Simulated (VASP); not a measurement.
# WC (Fm-3m) in VASP: a series of runs, part 3 of 3

VASP 6.6.1.

## (5) Single point, r2SCAN

This run uses another cell than the first one, of 10.81 Å³/atom, 1.079 times its volume.

Contents of POSCAR:

```
WC
1.0
    0.0000000000      2.2108061772      2.2108061772
    2.2108061772      0.0000000000      2.2108061772
    2.2108061772      2.2108061772      0.0000000000
W C
1 1
Direct
    0.0000000000      0.0000000000      0.0000000000
    0.5000000000      0.5000000000      0.5000000000
```

Contents of INCAR.step1:

```
ALGO = Normal
EDIFF = 1E-4
ENCUT = 520
GGA = PE
ISMEAR = -1
LASPH = T
LCHARG = F
LREAL = F
LWAVE = T
NBANDS = 16
NELM = 80
PREC = Accurate
SIGMA = 0.1
```

Contents of INCAR.step2:

```
ALGO = Normal
EDIFF = 1E-6
ENCUT = 520
ISIF = 2
ISMEAR = -1
ISTART = 1
LASPH = T
LCHARG = T
LELF = T
LMIXTAU = T
LREAL = F
LVHAR = T
LWAVE = F
METAGGA = R2SCAN
NBANDS = 16
NELM = 80
PREC = Accurate
SIGMA = 0.1
```

Contents of KPOINTS:

```
k-points
0
Gamma
  11 11 11
```

Potentials or basis: VASP PAW PBE potentials, release 64 (W_sv, C).

Run with:

```
$ cat potpaw_PBE.64/W_sv/POTCAR potpaw_PBE.64/C/POTCAR > POTCAR
$ cp INCAR.step1 INCAR
$ mpirun -np 1 vasp_std > vasp.out
$ cp INCAR.step2 INCAR
$ mpirun -np 1 vasp_std > vasp.out
```

OUTCAR:

```text
EDIFF = 1E-6
   ENCUT = 520
   ISIF = 2
   ISMEAR = -1
   ISTART = 1
   LASPH = T
   LREAL = F
   METAGGA = R2SCAN
   NELM = 80
   PREC = Accurate

 ion  position               nearest neighbor table
   1  0.000  0.000  0.000-   2 2.21   2 2.21   2 2.21   2 2.21   2 2.21   2 2.21
   2  0.500  0.500  0.500-   1 2.21   1 2.21   1 2.21   1 2.21   1 2.21   1 2.21

  LATTYP: Found a face centered cubic cell.
 ALAT       =     4.4216123544

  Lattice vectors:

 A1 = (   0.0000000000,   2.2108061772,   2.2108061772)
 A2 = (   2.2108061772,   0.0000000000,   2.2108061772)
 A3 = (   2.2108061772,   2.2108061772,   0.0000000000)

Analysis of symmetry for initial positions (statically):
=====================================================================
 Subroutine PRICEL returns:
 Original cell was already a primitive cell.

 Routine SETGRP: Setting up the symmetry group for a
 face centered cubic supercell.

 Subroutine GETGRP returns: Found 48 space group operations
 (whereof 48 operations were pure point group operations)
 out of a pool of 48 trial point group operations.

[... 155 lines left out ...]
  ext. energy  EPLUGINS =         0.00000000
  ---------------------------------------------------
  free energy    TOTEN  =       -60.60534338 eV

  energy without entropy =      -60.56456858  energy(sigma->0) =      -60.58495598

 E-fermi :  12.0413     XC(G=0): -14.6896

 val. band max:       12.0262213282   @ k =  -0.2727   0.4545   0.1818
 cond. band min:      12.0764702552   @ k =   0.4545   0.0909   0.0000
 fundamental gap:      0.0502489270
 Fermi energy:        12.0413312541

 k-point     1 :       0.0000    0.0000    0.0000
  band No.  band energies     occupation
      1     -65.4442      2.00000
      2     -28.7823      2.00000
      3     -28.7823      2.00000
      4     -28.7823      2.00000
      5      -4.4528      2.00000
      6       9.2854      2.00000
[... 433 lines left out ...]
      3     -28.9097      2.00000
      4     -28.8097      2.00000
      5      -2.3392      2.00000
      6       4.9551      2.00000
[... 8 lines left out ...]
     15      25.3285      0.00000
     16      26.1704      0.00000

 [... further k-points ...]
[... 5 lines left out ...]
  --------------------------------------------------------------------------------------
  -------------------------------------------------------------------------------------
  Total       -1.6069237     -1.6069237     -1.6069237      0.0000000      0.0000000      0.0000000
  in kB     -119.1307405   -119.1307405   -119.1307405      0.0000000      0.0000000      0.0000000
  external PRESSURE =    -119.1307405 kB  Pullay stress =       0.0000000 kB

 VOLUME and BASIS-vectors are now :
 -----------------------------------------------------------------------------
  energy-cutoff  :      520.00
  volume of cell :       21.61
      direct lattice vectors                 reciprocal lattice vectors
     0.000000000  2.210806177  2.210806177    -0.226161843  0.226161843  0.226161843
     2.210806177  0.000000000  2.210806177     0.226161843 -0.226161843  0.226161843
     2.210806177  2.210806177  0.000000000     0.226161843  0.226161843 -0.226161843

 POSITION                                       TOTAL-FORCE (eV/Angst)
 -----------------------------------------------------------------------------------
      0.00000      0.00000      0.00000         0.000000      0.000000     -0.000000
      2.21081      2.21081      2.21081         0.000000     -0.000000      0.000000
 -----------------------------------------------------------------------------------
    total drift:                                0.000000     -0.000000     -0.000000

  FREE ENERGIE OF THE ION-ELECTRON SYSTEM (eV)
  ---------------------------------------------------
  free  energy   TOTEN  =       -60.6053433774 eV

  energy  without entropy=      -60.5645685836  energy(sigma->0) =      -60.58495598
```

OUTCAR.step1:

```text
EDIFF = 1E-4
   ENCUT = 520
   GGA = PE
   ISMEAR = -1
   LASPH = T
   LREAL = F
[... 674 lines left out ...]
 -----------------------------------------------------------------------------------
      0.00000      0.00000      0.00000         0.000000     -0.000000     -0.000000
      2.21081      2.21081      2.21081        -0.000000      0.000000      0.000000
 -----------------------------------------------------------------------------------
    total drift:                                0.000000     -0.000000     -0.000000

  FREE ENERGIE OF THE ION-ELECTRON SYSTEM (eV)
  ---------------------------------------------------
  free  energy   TOTEN  =       -21.5491194111 eV

  energy  without entropy=      -21.5066714403  energy(sigma->0) =      -21.52789543
```

Wall time 25 s (1 thread of Intel Xeon 6975P-C (Granite Rapids), shared host); peak memory 0.15 GiB.

Results:

```
Free energy            : -60.6053 eV
Pressure               : -11.9 GPa
Band gap on the k mesh : zero (band 9 reaches 12.96 eV, above the bottom of band 10 at 9.87 eV)
```

Levels at points of the mesh, in eV from the Fermi level:
```tsv
k point	band 7	band 8	band 9	band 10	band 11	band 12
(0.00, 0.00, 0.00)	-2.76	-2.76	-1.12	-1.12	-1.12	-1.01
```

Caveat: the PAW data sets were made with another functional, which shifts forces and pressure a little; spin-orbit coupling is left out, which moves the levels of the heavy elements.

## (6) Single point, r2SCAN

This run uses another cell than the first one, of 11.07 Å³/atom, 1.105 times its volume.

Contents of POSCAR:

```
WC
1.0
    0.0000000000      2.2286360292      2.2286360292
    2.2286360292      0.0000000000      2.2286360292
    2.2286360292      2.2286360292      0.0000000000
W C
1 1
Direct
    0.0000000000      0.0000000000      0.0000000000
    0.5000000000      0.5000000000      0.5000000000
```

Contents of INCAR.step1:

```
SYSTEM = WC
  ALGO = Normal
  EDIFF = 1E-4
  ENCUT = 520
  GGA = PE
  ISMEAR = -1
  LASPH = .TRUE.
  LCHARG = .FALSE.
  LREAL = .FALSE.
  LWAVE = .TRUE.
  NBANDS = 16
  NELM = 80
  PREC = Accurate
  SIGMA = 0.1
```

Contents of INCAR.step2:

```
SYSTEM = WC
  ALGO = Normal
  EDIFF = 1E-6
  ENCUT = 520
  ISIF = 2
  ISMEAR = -1
  ISTART = 1
  LASPH = .TRUE.
  LCHARG = .TRUE.
  LELF = .TRUE.
  LMIXTAU = .TRUE.
  LREAL = .FALSE.
  LVHAR = .TRUE.
  LWAVE = .FALSE.
  METAGGA = R2SCAN
  NBANDS = 16
  NELM = 80
  PREC = Accurate
  SIGMA = 0.1
```

Contents of KPOINTS:

```
k-points
0
G
  11 11 11
  0 0 0
```

Potentials or basis: VASP PAW PBE potentials, release 64 (W_sv, C).

Run with:

```
$ cat potpaw_PBE.64/W_sv/POTCAR potpaw_PBE.64/C/POTCAR > POTCAR
$ cp INCAR.step1 INCAR
$ mpirun -np 1 vasp_std > vasp.out
$ cp INCAR.step2 INCAR
$ mpirun -np 1 vasp_std > vasp.out
```

OUTCAR:

```text
SYSTEM = WC
   EDIFF = 1E-6
   ENCUT = 520
   ISIF = 2
   ISMEAR = -1
   ISTART = 1
   LASPH = .TRUE.
   LREAL = .FALSE.
   METAGGA = R2SCAN
   NELM = 80
   PREC = Accurate

 ion  position               nearest neighbor table
   1  0.000  0.000  0.000-   2 2.23   2 2.23   2 2.23   2 2.23   2 2.23   2 2.23
   2  0.500  0.500  0.500-   1 2.23   1 2.23   1 2.23   1 2.23   1 2.23   1 2.23

  LATTYP: Found a face centered cubic cell.
 ALAT       =     4.4572720584

  Lattice vectors:

 A1 = (   0.0000000000,   2.2286360292,   2.2286360292)
 A2 = (   2.2286360292,   0.0000000000,   2.2286360292)
[... 625 lines left out ...]
      5      -2.5458      2.00000
      6       4.7506      2.00000
[... 8 lines left out ...]
     15      24.7959      0.00000
     16      25.5200      0.00000

 [... further k-points ...]
[... 5 lines left out ...]
  --------------------------------------------------------------------------------------
  -------------------------------------------------------------------------------------
  Total       -2.6785896     -2.6785896     -2.6785896     -0.0000000     -0.0000000      0.0000000
  in kB     -193.8515674   -193.8515674   -193.8515674     -0.0000000     -0.0000000      0.0000000
  external PRESSURE =    -193.8515674 kB  Pullay stress =       0.0000000 kB

 VOLUME and BASIS-vectors are now :
 -----------------------------------------------------------------------------
  energy-cutoff  :      520.00
  volume of cell :       22.14
      direct lattice vectors                 reciprocal lattice vectors
     0.000000000  2.228636029  2.228636029    -0.224352471  0.224352471  0.224352471
     2.228636029  0.000000000  2.228636029     0.224352471 -0.224352471  0.224352471
     2.228636029  2.228636029  0.000000000     0.224352471  0.224352471 -0.224352471

 POSITION                                       TOTAL-FORCE (eV/Angst)
 -----------------------------------------------------------------------------------
      0.00000      0.00000      0.00000         0.000000      0.000000     -0.000000
      2.22864      2.22864      2.22864         0.000000      0.000000      0.000000
 -----------------------------------------------------------------------------------
    total drift:                                0.000000     -0.000000     -0.000000

  FREE ENERGIE OF THE ION-ELECTRON SYSTEM (eV)
  ---------------------------------------------------
  free  energy   TOTEN  =       -60.5539131180 eV

  energy  without entropy=      -60.5120215911  energy(sigma->0) =      -60.53296735
```

OSZICAR.step1:

```text
N       E                     dE             d eps       ncg     rms          rms(c)
DAV:   1     0.107856881783E+03    0.10786E+03   -0.93648E+03  1792   0.123E+03
DAV:   2    -0.218502424521E+02   -0.12971E+03   -0.12515E+03  2184   0.332E+02
DAV:   3    -0.249791642706E+02   -0.31289E+01   -0.31186E+01  1904   0.488E+01
DAV:   4    -0.249966130947E+02   -0.17449E-01   -0.17448E-01  2384   0.411E+00
DAV:   5    -0.249967528301E+02   -0.13974E-03   -0.13973E-03  1888   0.349E-01    0.277E+01
DAV:   6    -0.216470319069E+02    0.33497E+01   -0.89341E+00  2200   0.277E+01    0.658E+00
DAV:   7    -0.215386125661E+02    0.10842E+00   -0.59237E-01  1904   0.595E+00    0.567E+00
DAV:   8    -0.215106090067E+02    0.28004E-01   -0.98110E-02  1936   0.272E+00    0.132E+00
DAV:   9    -0.215084700805E+02    0.21389E-02   -0.44010E-03  1936   0.654E-01    0.131E-01
DAV:  10    -0.215083819498E+02    0.88131E-04   -0.47986E-04  2040   0.230E-01
   1 F= -.21508382E+02 E0= -.21486599E+02  d E =-.435665E-01
```

Wall time 25 s (1 thread of Intel Xeon 6975P-C (Granite Rapids), shared host); peak memory 0.16 GiB.

Results:

```
Free energy            : -60.5539 eV
Pressure               : -19.4 GPa
Band gap on the k mesh : zero (band 9 reaches 12.56 eV, above the bottom of band 10 at 9.58 eV)
```

Caveat: the PAW data sets were made with another functional, which shifts forces and pressure a little; spin-orbit coupling is left out, which moves the levels of the heavy elements.

## (7) The runs side by side

| cell | gap on the mesh (eV) | pressure (GPa) |
| --- | --- | --- |
| a = 3.048 Å, angles 60.0°, 2 atoms | none | 17.6 |
| a = 3.075 Å, angles 60.0°, 2 atoms | none | 6.4 |
| a = 3.101 Å, angles 60.0°, 2 atoms | none | -3.4 |
| a = 3.127 Å, angles 60.0°, 2 atoms | none | -11.9 |
| a = 3.152 Å, angles 60.0°, 2 atoms | none | -19.4 |

Alike in all rows: task single point; level r2SCAN; potentials or basis VASP PAW PBE potentials, release 64 (W_sv, C); no spin polarisation; k mesh 11 × 11 × 11; cutoff (eV) 520; smearing fermi-dirac 0.1 eV.

Caveats: the PAW data sets were made with another functional, which shifts forces and pressure a little; spin-orbit coupling is left out, which moves the levels of the heavy elements.

Absolute energies hang on the potentials; compare differences alone.
